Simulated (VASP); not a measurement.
# ZrIn (P4/mmm) in VASP: a series of runs

Runs on ZrIn. Level: LDA. Tasks: single point.

All numbers are computed with VASP 6.6.1; they aren't measurements. Logs are shortened: lines on timing, memory, paths and dates and some standing lists are left out, and cuts for length are marked.

### Step 1. The cell of the first run

Symmetry: P4/mmm, No. 123, tetragonal system. Conventional cell: a = 3.141 Å, b = 3.141 Å, c = 4.454 Å, α = 90.00°, β = 90.00°, γ = 90.00°. Within 4.1 Å of Zr (site symmetry 4/mmm) lie 4 Zr at 3.14 Å and 8 In at 3.15 Å. In (site symmetry 4/mmm) has 4 In at 3.14 Å and 8 Zr at 3.15 Å within 4.1 Å.

### Step 2. Single point, LDA

INCAR

```
SYSTEM = ZrIn
  PREC = Accurate
  ENCUT = 520
  EDIFF = 1E-7
  ISMEAR = -1
  SIGMA = 0.05
  LREAL = .FALSE.
  LASPH = .TRUE.
  NELM = 60
  ALGO = Normal
  ISIF = 2
  LWAVE = .FALSE.
  LCHARG = .FALSE.
  NBANDS = 20
```

KPOINTS

```
Automatic mesh
0
G
  12 12 9
  0 0 0
```

POSCAR

```
ZrIn
1.0
    3.1406491600      0.0000000000      0.0000000000
    0.0000000000      3.1406491600      0.0000000000
    0.0000000000      0.0000000000      4.4541007200
Zr In
1 1
Direct
    0.0000000000      0.0000000000      0.0000000000
    0.5000000000      0.5000000000      0.5000000000
```

Potentials or basis: VASP PAW LDA potentials, release 64 (Zr_sv, In_d).

The run is started by

```bash
$ cat potpaw_LDA.64/Zr_sv/POTCAR potpaw_LDA.64/In_d/POTCAR > POTCAR
$ mpirun -np 1 vasp_std > vasp.out
```

OUTCAR:

```text
SYSTEM = ZrIn
   PREC = Accurate
   ENCUT = 520
   EDIFF = 1E-7
   ISMEAR = -1
   LREAL = .FALSE.
   LASPH = .TRUE.
   NELM = 60
   ISIF = 2

 ion  position               nearest neighbor table
   1  0.000  0.000  0.000-   2 3.15   2 3.15   2 3.15   2 3.15   2 3.15   2 3.15   2 3.15   2 3.15

   2  0.500  0.500  0.500-   1 3.15   1 3.15   1 3.15   1 3.15   1 3.15   1 3.15   1 3.15   1 3.15

  LATTYP: Found a simple tetragonal cell.
 ALAT       =     3.1406491600
 C/A-ratio  =     1.4182102149

  Lattice vectors:

 A1 = (   3.1406491600,   0.0000000000,   0.0000000000)
 A2 = (   0.0000000000,   3.1406491600,   0.0000000000)
 A3 = (   0.0000000000,   0.0000000000,   4.4541007200)

Analysis of symmetry for initial positions (statically):
=====================================================================
 Subroutine PRICEL returns:
 Original cell was already a primitive cell.

 Routine SETGRP: Setting up the symmetry group for a
 simple tetragonal supercell.

 Subroutine GETGRP returns: Found 16 space group operations
 (whereof 16 operations were pure point group operations)
 out of a pool of 16 trial point group operations.

The static configuration has the point symmetry D_4h.

Analysis of symmetry for dynamics (positions and initial velocities):
=====================================================================
 Subroutine PRICEL returns:
 Original cell was already a primitive cell.

 Routine SETGRP: Setting up the symmetry group for a
 simple tetragonal supercell.

 Subroutine GETGRP returns: Found 16 space group operations
 (whereof 16 operations were pure point group operations)
 out of a pool of 16 trial point group operations.

The dynamic configuration has the point symmetry D_4h.

 Subroutine INISYM returns: Found 16 space group operations
 (whereof 16 operations are pure point group operations),
 and found     1 'primitive' translations

----------------------------------------------------------------------------------------

                                     Primitive cell

  volume of cell :      43.9338

  direct lattice vectors                    reciprocal lattice vectors
     3.140649160  0.000000000  0.000000000     0.318405511  0.000000000  0.000000000
     0.000000000  3.140649160  0.000000000     0.000000000  0.318405511  0.000000000
     0.000000000  0.000000000  4.454100720     0.000000000  0.000000000  0.224512211

  length of vectors
     3.140649160  3.140649160  4.454100720     0.318405511  0.318405511  0.224512211

  position of ions in fractional coordinates (direct lattice)
     0.000000000  0.000000000  0.000000000
     0.500000000  0.500000000  0.500000000

  ion indices of the primitive-cell ions
   primitive index   ion index
                 1           1
                 2           2

----------------------------------------------------------------------------------------

 KPOINTS: Automatic mesh

Automatic generation of k-mesh.
 Grid dimensions read from file:
 generate k-points for:   12   12    9

 Generating k-lattice:

  Cartesian coordinates                     Fractional coordinates (reciprocal lattice)
     0.026533793  0.000000000  0.000000000     0.083333333  0.000000000  0.000000000
     0.000000000  0.026533793  0.000000000     0.000000000  0.083333333  0.000000000
     0.000000000  0.000000000  0.024945801     0.000000000  0.000000000  0.111111111

  Length of vectors
     0.026533793  0.026533793  0.024945801

  Shift w.r.t. Gamma in fractional coordinates (k-lattice)
     0.000000000  0.000000000  0.000000000

 Subroutine IBZKPT returns following result:
 ===========================================

 Found    140 irreducible k-points:

 Following reciprocal coordinates:
            Coordinates               Weight
  0.000000  0.000000  0.000000      1.000000
  0.083333  0.000000  0.000000      4.000000
  0.166667  0.000000  0.000000      4.000000
  0.250000  0.000000  0.000000      4.000000
  0.333333  0.000000  0.000000      4.000000
  0.416667  0.000000  0.000000      4.000000
[... 16 lines left out ...]
  0.333333  0.333333  0.000000      4.000000
  0.416667  0.333333  0.000000      8.000000
 [... further k-points ...]
   k-points           NKPTS =    140   k-points in BZ     NKDIM =    140   number of bands    NBANDS=     20
   number of dos      NEDOS =    301   number of ions     NIONS =      2
   total plane-waves  NPLWV =  20736
   dimension x,y,z NGX =    24 NGY =   24 NGZ =   36
   dimension x,y,z NGXF=    48 NGYF=   48 NGZF=   72
   ions per type =               1   1
   NGX,Y,Z   is equivalent  to a cutoff of  12.70, 12.70, 13.44 a.u.
   NGXF,Y,Z  is equivalent  to a cutoff of  25.41, 25.41, 26.87 a.u.
 SYSTEM =  ZrIn
   PREC   = accura    normal or accurate (medium, high low for compatibility)
   ISTART =      0    job   : 0-new  1-cont  2-samecut
   ICHARG =      2    charge: 1-file 2-atom 10-const
   ISPIN  =      1    spin polarized calculation?
   LNONCOLLINEAR =      F non collinear calculations
   LSORBIT =      F    spin-orbit coupling
   LASPH  =      T    aspherical Exc in radial PAW
   ENCUT  =  520.0 eV  38.22 Ry    6.18 a.u.   5.84  5.84  8.28*2*pi/ulx,y,z
   NELM   =     60;   NELMIN=  2; NELMDL= -5     # of ELM steps
   EDIFF  = 0.1E-06   stopping-criterion for ELM
   LREAL  =      F    real-space projection
   EDIFFG = 0.1E-05   stopping-criterion for IOM
   NSW    =      0    number of steps for IOM
   IBRION =     -1    ionic relax: 0-MD 1-quasi-New 2-CG
   NFREE  =      0    steps in history (QN), initial steepest desc. (CG)
   ISIF   =      2    stress and relaxation
   ISYM   =      2    0-nonsym 1-usesym 2-fastsym
   POTIM  = 0.5000    time-step for ionic-motion
   TEBEG  =    0.0;   TEEND  =   0.0 temperature during run
   PSTRESS=    0.0 pullay stress
   NELECT =      25.0000    total number of electrons
   NUPDOWN=      -1.0000    fix difference up-down
   EMIN   =  10.00;   EMAX   =-10.00  energy-range for DOS
   EFERMI =   0.00;   METHOD = LEGACY
   ISMEAR =    -1;   SIGMA  =   0.05  broadening in eV -4-tet -1-fermi 0-gaus
   EFERMI_NEDOS =   21; number of points for ismear=-14 and -15
   IALGO  =     38    algorithm
   IMIX   =      4    mixing-type and parameters
     AMIX     =   0.40;   BMIX     =  1.00
     AMIX_MAG =   1.60;   BMIX_MAG =  1.00
  volume/ion in A,a.u.               =      21.97       148.24
  Fermi-wavevector in a.u.,A,eV,Ry     =   1.356611  2.563622 25.040058  1.840392
  Thomas-Fermi vector in A             =   2.483599
   LORBIT       =      0    0 simple, 1 ext, 2 COOP (PROOUT), +10 PAW based schemes
   GGA     = CA    functional components
   LHFCALC =     F    Hartree Fock is set to
   AEXX    =    0.0000 exact exchange contribution
   IVDW    =     0    specifies the selected vdW correction
   LEPSILON=     F    determine dielectric tensor
   LRPA    =     F    only Hartree local field effects (RPA)
 non-spin polarized calculation
  energy-cutoff  :      520.00
  volume of cell :       43.93
 maximum number of plane-waves:      1216
 NGX is ok and might be reduce to    24
   NGX = 11   NGY = 11   NGZ = 17

 number of electron      25.0000006 magnetization

 Free energy of the ion-electron system (eV)
  ---------------------------------------------------
  ext. energy  EPLUGINS =         0.00000000
  ---------------------------------------------------
  free energy    TOTEN  =       -13.31692611 eV

  energy without entropy =      -13.30584275  energy(sigma->0) =      -13.31138443

 E-fermi :   9.2796     XC(G=0): -11.4894

 val. band max:        9.2694036211   @ k =   0.5000   0.4167   0.0000
 cond. band min:       9.3090426946   @ k =   0.4167   0.1667   0.1111
 fundamental gap:      0.0396390735
 Fermi energy:         9.2795805537

 k-point     1 :       0.0000    0.0000    0.0000
  band No.  band energies     occupation
      1     -39.3557      2.00000
      2     -17.6845      2.00000
      3     -17.1651      2.00000
      4     -17.1651      2.00000
      5      -5.3176      2.00000
      6      -5.0549      2.00000
[... 12 lines left out ...]
     19      15.8408      0.00000
     20      20.6768      0.00000

 k-point     2 :       0.0833    0.0000    0.0000
  band No.  band energies     occupation
      1     -39.3516      2.00000
      2     -17.6798      2.00000
      3     -17.2096      2.00000
      4     -17.1613      2.00000
      5      -5.2954      2.00000
      6      -5.0406      2.00000
[... 12 lines left out ...]
     19      16.3184      0.00000
     20      20.8957      0.00000

 k-point     3 :       0.1667    0.0000    0.0000
  band No.  band energies     occupation
      1     -39.3405      2.00000
      2     -17.6668      2.00000
      3     -17.3298      2.00000
      4     -17.1511      2.00000
      5      -5.2433      2.00000
      6      -4.9928      2.00000
[... 12 lines left out ...]
     19      16.7591      0.00000
     20      20.7440      0.00000

 k-point     4 :       0.2500    0.0000    0.0000
  band No.  band energies     occupation
      1     -39.3253      2.00000
      2     -17.6489      2.00000
      3     -17.4903      2.00000
      4     -17.1370      2.00000
      5      -5.1921      2.00000
      6      -4.9199      2.00000
[... 12 lines left out ...]
     19      17.6858      0.00000
     20      19.9049      0.00000

 k-point     5 :       0.3333    0.0000    0.0000
  band No.  band energies     occupation
      1     -39.3100      2.00000
      2     -17.6467      2.00000
      3     -17.6310      2.00000
      4     -17.1230      2.00000
      5      -5.1572      2.00000
      6      -4.9663      2.00000
[... 12 lines left out ...]
     19      18.7689      0.00000
     20      19.2739      0.00000
[... 353 lines left out ...]
      6      -5.0144      2.00000
[... 12 lines left out ...]
     19      16.9219      0.00000
     20      18.2905      0.00000

 k-point    22 :       0.5000    0.2500    0.0000
  band No.  band energies     occupation
      1     -39.2652      2.00000
      2     -17.7533      2.00000
      3     -17.5748      2.00000
      4     -17.4146      2.00000
      5      -5.0699      2.00000
      6      -5.0281      2.00000
[... 12 lines left out ...]
     19      16.8961      0.00000
     20      17.4918      0.00000

 k-point    23 :       0.3333    0.3333    0.0000
  band No.  band energies     occupation
      1     -39.2654      2.00000
      2     -17.5911      2.00000
      3     -17.5759      2.00000
      4     -17.5746      2.00000
      5      -5.0791      2.00000
      6      -4.9895      2.00000
[... 12 lines left out ...]
     19      16.8019      0.00000
     20      18.7851      0.00000

 k-point    24 :       0.4167    0.3333    0.0000
  band No.  band energies     occupation
      1     -39.2544      2.00000
      2     -17.6912      2.00000
      3     -17.5678      2.00000
      4     -17.5607      2.00000
      5      -5.1251      2.00000
      6      -5.0222      2.00000
[... 12 lines left out ...]
     19      16.4509      0.00000
     20      18.6499      0.00000

 [... further k-points ...]
[... 5 lines left out ...]
  --------------------------------------------------------------------------------------
  -------------------------------------------------------------------------------------
  Total       -1.5332224     -1.5332224     -1.7715081      0.0000000      0.0000000      0.0000000
  in kB      -55.9135215    -55.9135215    -64.6033218      0.0000000      0.0000000      0.0000000
  external PRESSURE =     -58.8101216 kB  Pullay stress =       0.0000000 kB

 VOLUME and BASIS-vectors are now :
 -----------------------------------------------------------------------------
  energy-cutoff  :      520.00
  volume of cell :       43.93
      direct lattice vectors                 reciprocal lattice vectors
     3.140649160  0.000000000  0.000000000     0.318405511  0.000000000  0.000000000
     0.000000000  3.140649160  0.000000000     0.000000000  0.318405511  0.000000000
     0.000000000  0.000000000  4.454100720     0.000000000  0.000000000  0.224512211

 POSITION                                       TOTAL-FORCE (eV/Angst)
 -----------------------------------------------------------------------------------
      0.00000      0.00000      0.00000         0.000000      0.000000      0.000000
      1.57032      1.57032      2.22705         0.000000      0.000000      0.000000
 -----------------------------------------------------------------------------------
    total drift:                                0.000000      0.000000     -0.000000

  FREE ENERGIE OF THE ION-ELECTRON SYSTEM (eV)
  ---------------------------------------------------
  free  energy   TOTEN  =       -13.3169261111 eV

  energy  without entropy=      -13.3058427456  energy(sigma->0) =      -13.31138443
```

Wall time 31 s (1 thread of Intel Xeon 6975P-C (Granite Rapids), shared host); peak memory 0.23 GiB.

What came out:

| Item | Value |
| --- | --- |
| Free energy | -13.3169 eV |
| Pressure | -5.9 GPa |
| Band gap on the k mesh | zero (an odd number of electrons rules out a gap without spin polarisation) |

Caveat: the cell stands under tension; spin-orbit coupling is left out, which moves the levels of the heavy elements.

### Step 3. Single point, LDA, collinear spin, zero start

INCAR

```
PREC = Accurate ; ENCUT = 520
EDIFF = 1E-6 ; ISMEAR = -1
SIGMA = 0.05 ; LREAL = False
LASPH = True ; NELM = 150
ALGO = Normal ; ISIF = 2
LWAVE = False ; LCHARG = False
ISPIN = 2 ; MAGMOM = 0 0
LORBIT = 11 ; NUPDOWN = 0.0
LMAXMIX = 4 ; NBANDS = 24
```

KPOINTS

```
Automatic mesh
0
Gamma
  12 12 9
```

POSCAR is that of step 2.

Potentials or basis: VASP PAW LDA potentials, release 64 (Zr_sv, In_d).

The run is started by

```bash
$ cat potpaw_LDA.64/Zr_sv/POTCAR potpaw_LDA.64/In_d/POTCAR > POTCAR
$ mpirun -np 1 vasp_std > vasp.out
```

It took 70 s on 1 thread of Intel Xeon 6975P-C (Granite Rapids), shared host; peak memory 0.31 GiB.

It converged, with:

* Free energy: -13.3169 eV
* Pressure: -5.9 GPa
* Net moment: 0.00 μB per cell
* Valence electrons inside the program's atomic spheres: Zr 9.81; In 11.58

Stress tensor (GPa, compression positive):
```
-5.60  0.00  0.00
 0.00 -5.60  0.00
 0.00  0.00 -6.45
```

Caveat: the cell stands under tension; spin-orbit coupling is left out, which moves the levels of the heavy elements; the total moment is fixed, so each spin has its own Fermi level.

### Step 4. Single point, LDA, collinear spin, zero start

INCAR

```
SYSTEM = ZrIn
PREC = Accurate ; ENCUT = 520
EDIFF = 1E-7 ; ISMEAR = -1
SIGMA = 0.05 ; LREAL = .False.
LASPH = .True. ; NELM = 150
ALGO = Normal ; ISIF = 2
LWAVE = .False. ; LCHARG = .False.
ISPIN = 2 ; MAGMOM = 0 0
LORBIT = 11 ; NUPDOWN = 0.0
LMAXMIX = 4 ; NBANDS = 24
```

KPOINTS

```
regular mesh
0
Gamma
  12 12 9
  0 0 0
```

POSCAR is that of step 3.

The run is started by

```bash
$ cat potpaw_LDA.64/Zr_sv/POTCAR potpaw_LDA.64/In_d/POTCAR > POTCAR
$ mpirun -np 1 vasp_std > vasp.out
```

Wall time 74 s (1 thread of Intel Xeon 6975P-C (Granite Rapids), shared host); peak memory 0.31 GiB.

Results (log left out):

| Item | Value |
| --- | --- |
| Free energy | -13.3169 eV |
| Pressure | -5.9 GPa |
| Net moment | 0.00 μB per cell |
| Valence electrons inside the program's atomic spheres | Zr 9.81; In 11.58 |

Stress tensor (GPa, compression positive):
```
-5.59  0.00  0.00
 0.00 -5.59  0.00
 0.00  0.00 -6.46
```

Caveat: the cell stands under tension; spin-orbit coupling is left out, which moves the levels of the heavy elements; the total moment is fixed, so each spin has its own Fermi level.

### Step 5. Single point, LDA, collinear spin

INCAR

```
ALGO = Normal ; EDIFF = 1E-7
ENCUT = 520 ; GGA = CA
ISIF = 2 ; ISMEAR = -1
ISPIN = 2 ; LASPH = True
LCHARG = False ; LMAXMIX = 4
LORBIT = 11 ; LREAL = False
LWAVE = False ; MAGMOM = 1 0
NBANDS = 24 ; NELM = 150
PREC = Accurate ; SIGMA = 0.05
```

KPOINTS

```
k-points
0
Gamma
  12 12 9
```

POSCAR is that of step 4.

The run is started by

```bash
$ cat potpaw_LDA.64/Zr_sv/POTCAR potpaw_LDA.64/In_d/POTCAR > POTCAR
$ mpirun -np 1 vasp_std > vasp.out
```

Wall time 83 s (1 thread of Intel Xeon 6975P-C (Granite Rapids), shared host); peak memory 0.31 GiB.

The run converged. Its results:

```yaml
Free_energy: -13.3169 eV
Pressure: -5.9 GPa
Net_moment: 0.00 μB per cell
Valence_electrons_inside_the_program's_atomic_spheres: Zr 9.81; In 11.58
```

Stress tensor (GPa, compression positive):
```
-5.59  0.00  0.00
 0.00 -5.59  0.00
 0.00  0.00 -6.45
```

Levels at points of the mesh, in eV from the Fermi level:
Spin up:
```tsv
k point	band 9	band 10	band 11	band 12	band 13	band 14	band 15	band 16	band 17	band 18
(0.00, 0.00, 0.00)	-14.03	-8.91	-1.72	-1.09	-0.25	2.80	2.80	4.26	6.42	6.42
(0.50, 0.00, 0.00)	-13.98	-4.97	-4.38	-2.10	-0.64	1.72	3.03	5.26	5.71	6.45
(0.50, 0.50, 0.00)	-13.81	-3.85	-0.69	-0.69	0.25	0.25	0.37	3.21	4.37	5.86
```
Spin down:
```csv
k point,band 11,band 12,band 13,band 14,band 15,band 16
"(0.00, 0.00, 0.00)",-1.72,-1.09,-0.25,2.80,2.80,4.26
"(0.50, 0.00, 0.00)",-4.38,-2.10,-0.64,1.72,3.03,5.26
"(0.50, 0.50, 0.00)",-0.69,-0.69,0.25,0.25,0.37,3.21
```

Caveat: the cell stands under tension; spin-orbit coupling is left out, which moves the levels of the heavy elements.

### Step 6. Overview

```tsv
spin	fixed moment (μB)	gap on the mesh (eV)	pressure (GPa)	moment (μB)
off	-	none	-5.9	-
collinear, zero start	0.0	-	-5.9	0.00
collinear	-	none	-5.9	0.00
```

Alike in all rows: task single point; level LDA; potentials or basis VASP PAW LDA potentials, release 64 (Zr_sv, In_d); cell as given; k mesh 12 × 12 × 9; cutoff (eV) 520; smearing fermi-dirac 0.05 eV.

Caveats: the cell stands under tension; spin-orbit coupling is left out, which moves the levels of the heavy elements; the total moment is fixed, so each spin has its own Fermi level (at least some runs).

Absolute energies hang on the potentials; compare differences alone.
